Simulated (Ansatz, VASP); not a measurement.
# One calculation of Sc3BP2, two programs

```
Sc B P
1.0
     3.65329    0.00000    0.00000
    -1.82665    3.16384    0.00000
     0.00000    0.00000    9.07930
Sc B P
3 1 2
Direct
  0.66667 0.33333 0.84356
  0.33333 0.66667 0.15644
  0.00000 0.00000 0.50000
  0.00000 0.00000 0.00000
  0.33333 0.66667 0.67287
  0.66667 0.33333 0.32713
```

Alike in both runs: functional PBE; k mesh 5 × 5 × 2; occupations gaussian, width 0.2 eV; no spin polarisation.

Ansatz relaxed the structure, and its values are those at the end. VASP's run is a single point on that final structure, the one shown.

|  | VASP | Ansatz |
| --- | --- | --- |
| version | VASP 6.6.1 | Ansatz 0.2.0 |
| potentials or method | VASP PAW PBE potentials, release 64 (Sc_sv, B, P), cutoff 520 eV | scalar-relativistic, plane waves, PAW |
| valence electrons in the cell | 46 | 46 |

VASP gave:

| Quantity | Value |
| --- | --- |
| gap on the k mesh at the Fermi level (eV) | none |
| pressure (GPa) | 0.1 |
| rms of the force components (eV/Å) | 0.005 |

Q: Which values does Ansatz return?

A: gap on the k mesh at the Fermi level (eV): none; pressure (GPa): -0.1; rms of the force components (eV/Å): 0.007.

A gap of «none» marks a metal or a gap that the smearing closes. The functional is the same, so the differences come from potentials, cutoffs and numerics.

The k mesh is coarse, so the values compare programs but aren't converged.
